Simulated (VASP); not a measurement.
# BaZrO3 (Pm-3m) in VASP: further runs, part 2 of 2

VASP 6.6.1. The steps go on from the part before.

## Step 3: Relaxation of cell and atoms, revPBE+D4

File INCAR:

```
SYSTEM = BaZrO3
PREC     = Accurate       ! precision mode
ENCUT    = 600            ! plane-wave cutoff, eV
EDIFF    = 1E-6           ! SCF threshold, eV
ISMEAR   = -1             ! smearing method
SIGMA    = 0.05           ! smearing width, eV
LREAL    = .False.        ! projectors in reciprocal space
LASPH    = .True.         ! aspherical terms in the spheres
NELM     = 100            ! most SCF steps
ALGO     = Normal         ! electronic algorithm
ISIF     = 3              ! what is computed and relaxed
LWAVE    = .False.        ! write WAVECAR
LCHARG   = .False.        ! write CHGCAR
GGA      = RE             ! functional
IVDW     = 13             ! dispersion correction
IBRION   = 2              ! ionic algorithm
NSW      = 60             ! ionic steps
EDIFFG   = -0.01          ! ionic threshold
```

File KPOINTS:

```
regular mesh
0
Gamma
  6 6 6
  0 0 0
```

File POSCAR:

```
BaZrO3
1.0
    4.1913400000      0.0000000000      0.0000000000
    0.0000000000      4.1913400000      0.0000000000
    0.0000000000      0.0000000000      4.1913400000
Ba Zr O
1 1 3
Direct
    0.0000000000      0.0000000000      0.0000000000
    0.5000000000      0.5000000000      0.5000000000
    0.5000000000      0.5000000000      0.0000000000
    0.5000000000      0.0000000000      0.5000000000
    0.0000000000      0.5000000000      0.5000000000
```

Potentials or basis: VASP PAW PBE potentials, release 64 (Ba_sv, Zr_sv, O).

On the command line:

```bash
$ cat potpaw_PBE.64/Ba_sv/POTCAR potpaw_PBE.64/Zr_sv/POTCAR potpaw_PBE.64/O/POTCAR > POTCAR
$ mpirun -np 1 vasp_std > vasp.out
```

OUTCAR:

```text
SYSTEM = BaZrO3
   PREC = Accurate
   ENCUT = 600
   EDIFF = 1E-6
   ISMEAR = -1
   LREAL = .False.
   LASPH = .True.
   NELM = 100
   ISIF = 3
   GGA = RE
   IVDW = 13
   IBRION = 2
   NSW = 60
   EDIFFG = -0.01

 ion  position               nearest neighbor table
   1  0.000  0.000  0.000-   3 2.96   4 2.96   5 2.96   4 2.96   5 2.96   3 2.96   5 2.96   5 2.96
                             3 2.96   4 2.96   4 2.96   3 2.96   2 3.63   2 3.63   2 3.63   2 3.63
   2  0.500  0.500  0.500-   3 2.10   4 2.10   5 2.10   3 2.10   4 2.10   5 2.10   1 3.63   1 3.63
                             1 3.63   1 3.63   1 3.63   1 3.63   1 3.63   1 3.63
   3  0.500  0.500  0.000-   2 2.10   2 2.10   1 2.96   1 2.96   1 2.96   1 2.96
   4  0.500  0.000  0.500-   2 2.10   2 2.10   1 2.96   1 2.96   1 2.96   1 2.96
   5  0.000  0.500  0.500-   2 2.10   2 2.10   1 2.96   1 2.96   1 2.96   1 2.96

  LATTYP: Found a simple cubic cell.
 ALAT       =     4.1913400000

  Lattice vectors:

 A1 = (   4.1913400000,   0.0000000000,   0.0000000000)
 A2 = (   0.0000000000,   4.1913400000,   0.0000000000)
 A3 = (   0.0000000000,   0.0000000000,   4.1913400000)

Analysis of symmetry for initial positions (statically):
=====================================================================
 Subroutine PRICEL returns:
 Original cell was already a primitive cell.

 Routine SETGRP: Setting up the symmetry group for a
 simple cubic supercell.

 Subroutine GETGRP returns: Found 48 space group operations
 (whereof 48 operations were pure point group operations)
 out of a pool of 48 trial point group operations.

The static configuration has the point symmetry O_h .

Analysis of symmetry for dynamics (positions and initial velocities):
=====================================================================
 Subroutine PRICEL returns:
 Original cell was already a primitive cell.

 Routine SETGRP: Setting up the symmetry group for a
 simple cubic supercell.

 Subroutine GETGRP returns: Found 48 space group operations
 (whereof 48 operations were pure point group operations)
 out of a pool of 48 trial point group operations.

The dynamic configuration has the point symmetry O_h .

 Subroutine INISYM returns: Found 48 space group operations
 (whereof 48 operations are pure point group operations),
 and found     1 'primitive' translations

----------------------------------------------------------------------------------------

                                     Primitive cell

  volume of cell :      73.6307

  direct lattice vectors                    reciprocal lattice vectors
     4.191340000  0.000000000  0.000000000     0.238587182  0.000000000  0.000000000
     0.000000000  4.191340000  0.000000000     0.000000000  0.238587182  0.000000000
     0.000000000  0.000000000  4.191340000     0.000000000  0.000000000  0.238587182

  length of vectors
     4.191340000  4.191340000  4.191340000     0.238587182  0.238587182  0.238587182

  position of ions in fractional coordinates (direct lattice)
     0.000000000  0.000000000  0.000000000
     0.500000000  0.500000000  0.500000000
     0.500000000  0.500000000  0.000000000
     0.500000000  0.000000000  0.500000000
     0.000000000  0.500000000  0.500000000

  ion indices of the primitive-cell ions
   primitive index   ion index
                 1           1
                 2           2
                 3           3
                 4           4
                 5           5

----------------------------------------------------------------------------------------

 KPOINTS: regular mesh

Automatic generation of k-mesh.
 Grid dimensions read from file:
 generate k-points for:    6    6    6

 Generating k-lattice:

  Cartesian coordinates                     Fractional coordinates (reciprocal lattice)
     0.039764530  0.000000000  0.000000000     0.166666667  0.000000000  0.000000000
     0.000000000  0.039764530  0.000000000     0.000000000  0.166666667  0.000000000
     0.000000000  0.000000000  0.039764530     0.000000000  0.000000000  0.166666667

  Length of vectors
     0.039764530  0.039764530  0.039764530

  Shift w.r.t. Gamma in fractional coordinates (k-lattice)
     0.000000000  0.000000000  0.000000000

 Subroutine IBZKPT returns following result:
 ===========================================

 Found     20 irreducible k-points:

 Following reciprocal coordinates:
            Coordinates               Weight
  0.000000  0.000000  0.000000      1.000000
  0.166667  0.000000  0.000000      6.000000
  0.333333  0.000000  0.000000      6.000000
  0.500000  0.000000  0.000000      3.000000
  0.166667  0.166667  0.000000     12.000000
  0.333333  0.166667  0.000000     24.000000
[... 12 lines left out ...]
  0.500000  0.500000  0.333333      6.000000
  0.500000  0.500000  0.500000      1.000000
   k-points           NKPTS =     20   k-points in BZ     NKDIM =     20   number of bands    NBANDS=     24
   number of dos      NEDOS =    301   number of ions     NIONS =      5
   total plane-waves  NPLWV =  46656
   dimension x,y,z NGX =    36 NGY =   36 NGZ =   36
   dimension x,y,z NGXF=    72 NGYF=   72 NGZF=   72
   ions per type =               1   1   3
   NGX,Y,Z   is equivalent  to a cutoff of  14.28, 14.28, 14.28 a.u.
   NGXF,Y,Z  is equivalent  to a cutoff of  28.56, 28.56, 28.56 a.u.
 SYSTEM =  BaZrO3
   PREC   = accura    normal or accurate (medium, high low for compatibility)
   ISTART =      0    job   : 0-new  1-cont  2-samecut
   ICHARG =      2    charge: 1-file 2-atom 10-const
   ISPIN  =      1    spin polarized calculation?
   LNONCOLLINEAR =      F non collinear calculations
   LSORBIT =      F    spin-orbit coupling
   LASPH  =      T    aspherical Exc in radial PAW
   ENCUT  =  600.0 eV  44.10 Ry    6.64 a.u.   8.37  8.37  8.37*2*pi/ulx,y,z
   NELM   =    100;   NELMIN=  2; NELMDL= -5     # of ELM steps
   EDIFF  = 0.1E-05   stopping-criterion for ELM
   LREAL  =      F    real-space projection
   EDIFFG = -.1E-01   stopping-criterion for IOM
   NSW    =     60    number of steps for IOM
   IBRION =      2    ionic relax: 0-MD 1-quasi-New 2-CG
   NFREE  =      1    steps in history (QN), initial steepest desc. (CG)
   ISIF   =      3    stress and relaxation
   ISYM   =      2    0-nonsym 1-usesym 2-fastsym
   POTIM  = 0.5000    time-step for ionic-motion
   TEBEG  =    0.0;   TEEND  =   0.0 temperature during run
   PSTRESS=    0.0 pullay stress
   NELECT =      40.0000    total number of electrons
   NUPDOWN=      -1.0000    fix difference up-down
   EMIN   =  10.00;   EMAX   =-10.00  energy-range for DOS
   EFERMI =   0.00;   METHOD = LEGACY
   ISMEAR =    -1;   SIGMA  =   0.05  broadening in eV -4-tet -1-fermi 0-gaus
   EFERMI_NEDOS =   21; number of points for ismear=-14 and -15
   IALGO  =     38    algorithm
   IMIX   =      4    mixing-type and parameters
     AMIX     =   0.40;   BMIX     =  1.00
     AMIX_MAG =   1.60;   BMIX_MAG =  1.00
  volume/ion in A,a.u.               =      14.73        99.38
  Fermi-wavevector in a.u.,A,eV,Ry     =   1.335802  2.524299 24.277770  1.784366
  Thomas-Fermi vector in A             =   2.464478
   LORBIT       =      0    0 simple, 1 ext, 2 COOP (PROOUT), +10 PAW based schemes
   GGA     = RE    functional components
   LHFCALC =     F    Hartree Fock is set to
   AEXX    =    0.0000 exact exchange contribution
   IVDW    =    13    specifies the selected vdW correction
   LEPSILON=     F    determine dielectric tensor
   LRPA    =     F    only Hartree local field effects (RPA)
 conjugate gradient relaxation of ions
 non-spin polarized calculation
  energy-cutoff  :      600.00
  volume of cell :       73.63
 maximum number of plane-waves:      2517
 NGX is ok and might be reduce to    36
   NGX = 17   NGY = 17   NGZ = 17

--------------------------------------- Ionic step        1  -------------------------------------------

 number of electron      40.0000010 magnetization

 Free energy of the ion-electron system (eV)
  ---------------------------------------------------
  ext. energy  EPLUGINS =         0.00000000
  ---------------------------------------------------
  free energy    TOTEN  =       -39.91642550 eV

  energy without entropy =      -39.91642550  energy(sigma->0) =      -39.91642550

------------------------ aborting loop because EDIFF is reached ----------------------------------------

  DFT-D4 for vdW energy calculation

  Edisp (eV):   -1.70970

  FORCE on cell =-STRESS in cart. coord.  units (eV):
  Direction    XX          YY          ZZ          XY          YZ          ZX
  --------------------------------------------------------------------------------------
  -------------------------------------------------------------------------------------
  Total       1.52431     1.52431     1.52431     0.00000    -0.00000    -0.00000
  in kB      33.16855    33.16855    33.16855     0.00000    -0.00000    -0.00000
  external pressure =       33.17 kB  Pullay stress =        0.00 kB
[... 67 lines left out ...]
  energy  without entropy=      -41.6251994716  energy(sigma->0) =      -41.62519947

--------------------------------------- Ionic step        3  -------------------------------------------

 number of electron      40.0000020 magnetization

 Free energy of the ion-electron system (eV)
  ---------------------------------------------------
  ext. energy  EPLUGINS =         0.00000000
  ---------------------------------------------------
  free energy    TOTEN  =       -39.97346995 eV

  energy without entropy =      -39.97346995  energy(sigma->0) =      -39.97346995

 E-fermi :   4.8301     XC(G=0): -10.5039

 val. band max:        3.7450962837   @ k =   0.5000   0.5000   0.5000
 cond. band min:       6.9218857861   @ k =   0.0000   0.0000   0.0000
 fundamental gap:      3.1767895024
 Fermi energy:         4.8300743111

 k-point     1 :       0.0000    0.0000    0.0000
  band No.  band energies     occupation
      1     -43.4533      2.00000
      2     -21.6891      2.00000
      3     -21.5796      2.00000
      4     -21.5796      2.00000
      5     -21.5796      2.00000
      6     -12.6564      2.00000
[... 565 lines left out ...]
  FREE ENERGIE OF THE ION-ELECTRON SYSTEM (eV)
  ---------------------------------------------------
  free  energy   TOTEN  =       -41.6422784589 eV

  energy  without entropy=      -41.6422784589  energy(sigma->0) =      -41.64227846

 reached required accuracy - stopping structural energy minimisation
```

It took 2.4 min on 1 thread of Intel Xeon 8259CL, shared host; peak memory 0.25 GiB.

What came out:

* Free energy: -41.6423 eV
* Relaxed volume: 15.05 Å³/atom
* Relaxed cell: a = 4.221 Å, b = 4.221 Å, c = 4.221 Å, α = 90.00°, β = 90.00°, γ = 90.00°
* Space group after relaxing (to 0.1 Å): Pm-3m (No. 221)
* Energy gained by relaxing: 3.2 meV/atom
* Ionic steps: 3
* Pressure after relaxing: 0.0 GPa
* Band gap on the k mesh: 3.18 eV (least direct gap 3.42 eV)
* Dispersion energy per atom: -0.334 eV

Step by step:
| step | energy change (eV) | largest force (eV/Å) | pressure (GPa) | volume (Å³) |
| --- | --- | --- | --- | --- |
| 1 | 0.0000 | 0.0000 | 3.32 | 73.63 |
| 2 | 0.0009 | 0.0000 | -3.16 | 76.93 |
| 3 | -0.0162 | 0.0000 | 0.00 | 75.23 |

Final structure:
```yaml
crystal:
  lattice:
    - [4.22149, 0.00000, 0.00000]
    - [0.00000, 4.22149, 0.00000]
    - [0.00000, 0.00000, 4.22149]
  atoms:
    - { symbol: Ba, position: [0.00000, 0.00000, 0.00000] }
    - { symbol: Zr, position: [0.50000, 0.50000, 0.50000] }
    - { symbol: O, position: [0.50000, 0.50000, 0.00000] }
    - { symbol: O, position: [0.50000, 0.00000, 0.50000] }
    - { symbol: O, position: [0.00000, 0.50000, 0.50000] }
```

Levels at points of the mesh, in eV from the valence-band top:
```
           k point  band 18  band 19  band 20  band 21  band 22  band 23
(0.00, 0.00, 0.00)    -0.25    -0.25    -0.25     3.18     3.18     3.18
(0.50, 0.00, 0.00)    -1.60    -0.48    -0.48     3.60     5.58     5.58
(0.50, 0.50, 0.00)    -0.93    -0.84    -0.07     5.56     5.56     6.36
(0.50, 0.50, 0.50)     0.00     0.00     0.00     5.93     5.93     5.93
```

Caveat: the PAW data sets were made with another functional, which shifts forces and pressure a little; spin-orbit coupling is left out, which moves the levels of the heavy elements. revPBE gaps usually lie below the measured ones, often by a third to a half.

## Step 4: Single point, PBEsol+U

This run uses another cell than the first one, of 15.03 Å³/atom.

File INCAR:

```
SYSTEM = BaZrO3
PREC     = Accurate       ! precision mode
ENCUT    = 520            ! plane-wave cutoff, eV
EDIFF    = 1E-6           ! SCF threshold, eV
ISMEAR   = -1             ! smearing method
SIGMA    = 0.05           ! smearing width, eV
LREAL    = .False.        ! projectors in reciprocal space
LASPH    = .True.         ! aspherical terms in the spheres
NELM     = 150            ! most SCF steps
ALGO     = Normal         ! electronic algorithm
ISIF     = 2              ! what is computed and relaxed
LWAVE    = .False.        ! write WAVECAR
LCHARG   = .True.         ! write CHGCAR
LMAXMIX  = 4              ! l up to which the mixer works
LDAU     = .True.         ! DFT+U
LDAUTYPE = 2            
LDAUL    = -1 2 -1        ! shell
LDAUU    = 0 8 0          ! U, eV
LDAUJ    = 0 0 0        
LDAUPRINT= 1            
GGA      = PS             ! functional
LELF     = .True.         ! ELF
LVHAR    = .True.       
NBANDS   = 28             ! bands
```

File KPOINTS:

```
Automatic mesh
0
Gamma
  6 6 6
  0 0 0
```

POSCAR, as its differences from that of step 3:

```diff
@@ -2,5 +2,5 @@
 1.0
-    4.1913400000      0.0000000000      0.0000000000
-    0.0000000000      4.1913400000      0.0000000000
-    0.0000000000      0.0000000000      4.1913400000
+    4.2202228336      0.0000000000      0.0000000000
+    0.0000000000      4.2202228336      0.0000000000
+    0.0000000000      0.0000000000      4.2202228336
 Ba Zr O
```

On the command line:

```bash
$ cat potpaw_PBE.64/Ba_sv/POTCAR potpaw_PBE.64/Zr_sv/POTCAR potpaw_PBE.64/O/POTCAR > POTCAR
$ mpirun -np 1 vasp_std > vasp.out
```

Wall time 41 s (1 thread of Intel Xeon 8259CL, shared host); peak memory 0.2 GiB.

The run converged. Its results:

| Property | Result |
| --- | --- |
| Free energy | -39.3055 eV |
| Pressure | 4.7 GPa |
| Band gap on the k mesh | 4.18 eV (least direct gap 4.54 eV) |

Levels at points of the mesh, in eV from the valence-band top:
```csv
k point,band 16,band 17,band 18,band 19,band 20,band 21,band 22,band 23,band 24,band 25
"(0.00, 0.00, 0.00)",-1.00,-1.00,-0.35,-0.35,-0.35,4.18,4.18,4.18,4.43,4.43
"(0.50, 0.00, 0.00)",-1.72,-1.54,-1.54,-0.64,-0.64,4.95,6.24,6.43,6.93,6.93
"(0.50, 0.50, 0.00)",-2.22,-1.09,-0.98,-0.98,-0.08,6.30,6.66,6.66,6.90,8.29
"(0.50, 0.50, 0.50)",-2.34,-2.34,0.00,0.00,0.00,5.67,5.67,5.67,8.33,8.33
```

Eigenvalues of the final occupation matrices:
```tsv
site	spin	trace	eigenvalues
site 2 d	1	0.55	0.06 0.06 0.06 0.18 0.18
site 2 d	2	0.55	0.06 0.06 0.06 0.18 0.18
```

Caveat: the cell stands under pressure; the PAW data sets were made with another functional, which shifts forces and pressure a little; spin-orbit coupling is left out, which moves the levels of the heavy elements. A k mesh can miss the band edges.

## Step 5: The runs side by side

```tsv
task	level	U	cell	cutoff (eV)	gap on the mesh (eV)	pressure (GPa)	relaxed volume (Å³/atom)
relaxation of cell and atoms	revPBE+D3(BJ)	-	relaxed from a = 4.191 Å, 5 atoms	600	3.19	0.0	14.96
relaxation of cell and atoms	revPBE+D4	-	relaxed from a = 4.191 Å, 5 atoms	600	3.18	0.0	15.05
single point	PBEsol+U	Zr d U = 8.0 eV	a = 4.220 Å, 5 atoms	520	4.18	4.7	-
```

Alike in all rows: potentials or basis VASP PAW PBE potentials, release 64 (Ba_sv, Zr_sv, O); no spin polarisation; k mesh 6 × 6 × 6; smearing fermi-dirac 0.05 eV.

Caveats: the PAW data sets were made with another functional, which shifts forces and pressure a little; spin-orbit coupling is left out, which moves the levels of the heavy elements; the cell stands under pressure (at least some runs).

Absolute energies hang on the potentials; compare differences alone.
